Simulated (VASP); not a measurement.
# Co (P6_3/mmc) in VASP: a series of runs, part 2 of 2

VASP 6.6.1. Earlier steps stand in the parts before.

## Step 3: Single point, revPBE+D3(BJ), collinear spin, ferromagnetic start

Input file INCAR:

```
SYSTEM = Co
PREC = Accurate ; ENCUT = 520
EDIFF = 1E-6 ; ISMEAR = -1
SIGMA = 0.05 ; LREAL = .False.
LASPH = .True. ; NELM = 150
ALGO = Normal ; ISIF = 2
LWAVE = .False. ; LCHARG = .False.
ISPIN = 2 ; MAGMOM = 2 2 2 2
LORBIT = 11 ; LMAXMIX = 4
GGA = RE ; IVDW = 12
NBANDS = 30
```

Input file KPOINTS:

```
regular mesh
0
Gamma
  12 12 4
  0 0 0
```

Input file POSCAR:

```
Co
1.0
    2.4869235940      0.0000000000      0.0000000000
   -1.2434617971      2.1537390097      0.0000000000
    0.0000000000      0.0000000000      8.1417998233
Co
4
Direct
    0.6666666667      0.3333333333      0.7500000000
    0.0000000000      0.0000000000      0.5000000000
    0.3333333333      0.6666666667      0.2500000000
    0.0000000000      0.0000000000      0.0000000000
```

Potentials or basis: VASP PAW PBE potentials, release 64 (Co).

On the command line:

```bash
$ cat potpaw_PBE.64/Co/POTCAR > POTCAR
$ mpirun -np 1 vasp_std > vasp.out
```

Wall time 69 s (1 thread of Intel Xeon 6975P-C (Granite Rapids), shared host); peak memory 0.24 GiB.

The run converged. Its results:

```yaml
Free_energy: -29.6685 eV
Pressure: -8.4 GPa
Net_moment: 6.67 μB per cell
Site_moments: Co +1.70, +1.68 (each value once) μB
Valence_electrons_inside_the_program's_atomic_spheres: Co 8.26, 8.27 (each value once)
Dispersion_energy_per_atom: -0.797 eV
```

Stress tensor (GPa, compression positive):
```
 -7.22   0.00   0.00
  0.00  -7.22   0.00
  0.00   0.00 -10.83
```

Levels at points of the mesh, in eV from the Fermi level:
Spin up:
```
           k point  band 18  band 19  band 20  band 21  band 22  band 23  band 24  band 25  band 26  band 27
(0.00, 0.00, 0.00)    -1.57    -1.57    -1.26    -1.26    -0.89    -0.89    -0.28     6.06    14.58    14.59
(0.50, 0.00, 0.00)    -0.65    -0.63    -0.62     0.27     1.37     2.40     3.03     6.87     6.89    10.26
(0.00, 0.00, 0.50)    -1.72    -1.72    -1.72    -1.05    -1.05    -1.05    -1.05     9.06     9.06    20.65
(0.50, 0.00, 0.50)    -0.77    -0.65    -0.65     1.19     1.19     2.74     2.74     7.23     7.23     9.15
```
Spin down:
| k point | band 11 | band 12 | band 13 | band 14 | band 15 | band 16 | band 17 | band 18 |
| --- | --- | --- | --- | --- | --- | --- | --- | --- |
| (0.00, 0.00, 0.00) | -1.08 | -0.81 | -0.81 | -0.77 | -0.77 | -0.37 | 0.09 | 0.09 |
| (0.50, 0.00, 0.00) | -0.78 | -0.07 | -0.03 | 0.48 | 1.19 | 1.21 | 1.23 | 1.24 |
| (0.00, 0.00, 0.50) | -1.00 | -1.00 | -0.90 | -0.90 | -0.90 | -0.90 | 0.27 | 0.27 |
| (0.50, 0.00, 0.50) | -0.80 | -0.80 | -0.23 | -0.23 | 0.82 | 0.82 | 1.21 | 1.21 |

Caveat: the cell stands under tension; the PAW data sets were made with another functional, which shifts forces and pressure a little.

## Step 4: Single point, PBEsol+D4, collinear spin, ferromagnetic start

This run uses another cell than the first one, of 11.12 Å³/atom.

Input file INCAR:

```
ALGO     = Normal         # electronic algorithm
EDIFF    = 1E-6           # SCF threshold, eV
ENCUT    = 520            # plane-wave cutoff, eV
GGA      = PS             # functional
ISIF     = 2              # what is computed and relaxed
ISMEAR   = -1             # smearing method
ISPIN    = 2              # spin polarisation
IVDW     = 13             # dispersion correction
LASPH    = True           # aspherical terms in the spheres
LCHARG   = False          # write CHGCAR
LMAXMIX  = 4              # l up to which the mixer works
LORBIT   = 11             # projections on sites
LREAL    = False          # projectors in reciprocal space
LWAVE    = False          # write WAVECAR
MAGMOM   = 2 2 2 2        # initial moments
NBANDS   = 30             # bands
NELM     = 150            # most SCF steps
PREC     = Accurate       # precision mode
SIGMA    = 0.05           # smearing width, eV
```

Input file KPOINTS:

```
k-points
0
Gamma
  12 12 4
```

Input file POSCAR:

```
Co
1.0
    2.5030729010      0.0000000000      0.0000000000
   -1.2515364506      2.1677247198      0.0000000000
    0.0000000000      0.0000000000      8.1946701348
Co
4
Direct
    0.6666666667      0.3333333333      0.7500000000
    0.0000000000      0.0000000000      0.5000000000
    0.3333333333      0.6666666667      0.2500000000
    0.0000000000      0.0000000000      0.0000000000
```

Potentials or basis: VASP PAW PBE potentials, release 64 (Co).

On the command line:

```bash
$ cat potpaw_PBE.64/Co/POTCAR > POTCAR
$ mpirun -np 1 vasp_std > vasp.out
```

OUTCAR:

```text
EDIFF = 1E-6
   ENCUT = 520
   GGA = PS
   ISIF = 2
   ISMEAR = -1
   ISPIN = 2
   IVDW = 13
   LASPH = True
   LORBIT = 11
   LREAL = False
   NELM = 150
   PREC = Accurate

 ion  position               nearest neighbor table
   1  0.667  0.333  0.750-   2 2.51   4 2.51   2 2.51   4 2.51   2 2.51   4 2.51
   2  0.000  0.000  0.500-   1 2.51   3 2.51   1 2.51   3 2.51   1 2.51   3 2.51
   3  0.333  0.667  0.250-   2 2.51   4 2.51   2 2.51   4 2.51   2 2.51   4 2.51
[... 1823 lines left out ...]
  volume of cell :       44.46
      direct lattice vectors                 reciprocal lattice vectors
     2.503072901  0.000000000  0.000000000     0.399508939  0.230656594  0.000000000
    -1.251536451  2.167724720  0.000000000     0.000000000  0.461313187  0.000000000
     0.000000000  0.000000000  8.194670135     0.000000000  0.000000000  0.122030537

 POSITION                                       TOTAL-FORCE (eV/Angst)
 -----------------------------------------------------------------------------------
      1.25154      0.72257      6.14600        -0.000000      0.000000     -0.000000
      0.00000      0.00000      4.09734        -0.000000      0.000000      0.000000
     -0.00000      1.44515      2.04867         0.000000     -0.000000     -0.000000
      0.00000      0.00000      0.00000        -0.000000      0.000000      0.000000
 -----------------------------------------------------------------------------------
    total drift:                                0.000000     -0.000000      0.000000

  FREE ENERGIE OF THE ION-ELECTRON SYSTEM (eV)
  ---------------------------------------------------
  free  energy   TOTEN  =       -31.7418803857 eV

  energy  without entropy=      -31.7078076414  energy(sigma->0) =      -31.72484401

 total charge

# of ion       s       p       d       tot
------------------------------------------
    1        0.481   0.508   7.232   8.221
    2        0.482   0.504   7.239   8.225
    3        0.481   0.508   7.232   8.221
    4        0.482   0.504   7.239   8.225
--------------------------------------------------
tot          1.925   2.025  28.942  32.892

 magnetization (x)

# of ion       s       p       d       tot
------------------------------------------
    1       -0.012  -0.047   1.756   1.697
    2       -0.012  -0.044   1.738   1.681
    3       -0.012  -0.047   1.756   1.697
    4       -0.012  -0.044   1.738   1.681
--------------------------------------------------
tot         -0.049  -0.183   6.989   6.757
```

Wall time 76 s (1 thread of Intel Xeon 6975P-C (Granite Rapids), shared host); peak memory 0.24 GiB.

Results:

```
Free energy                                           : -31.7419 eV
Pressure                                              : -17.1 GPa
Net moment                                            : 6.69 μB per cell
Site moments                                          : Co +1.70, +1.68 (each value once) μB
Valence electrons inside the program's atomic spheres : Co 8.22
Dispersion energy per atom                            : -0.241 eV
```

Stress tensor (GPa, compression positive):
```
-15.94   0.00   0.00
  0.00 -15.94   0.00
  0.00   0.00 -19.41
```

Caveat: the cell stands under tension; the PAW data sets were made with another functional, which shifts forces and pressure a little.

## Step 5: Summary

```tsv
level	cell	gap on the mesh (eV)	pressure (GPa)	moment (μB)
PBEsol+D4	a = 2.487, b = 2.487, c = 8.142 Å, angles 90.0, 90.0, 120.0°, 4 atoms	none	-13.7	6.63
revPBE+D3(BJ)	a = 2.487, b = 2.487, c = 8.142 Å, angles 90.0, 90.0, 120.0°, 4 atoms	none	-8.4	6.67
PBEsol+D4	a = 2.503, b = 2.503, c = 8.195 Å, angles 90.0, 90.0, 120.0°, 4 atoms	none	-17.1	6.69
```

Alike in all rows: task single point; potentials or basis VASP PAW PBE potentials, release 64 (Co); spin collinear, ferromagnetic start; k mesh 12 × 12 × 4; cutoff (eV) 520; smearing fermi-dirac 0.05 eV.

Caveats: the cell stands under tension; the PAW data sets were made with another functional, which shifts forces and pressure a little.

Total energies depend on the potentials used, so only differences within one code and one set of settings carry meaning.
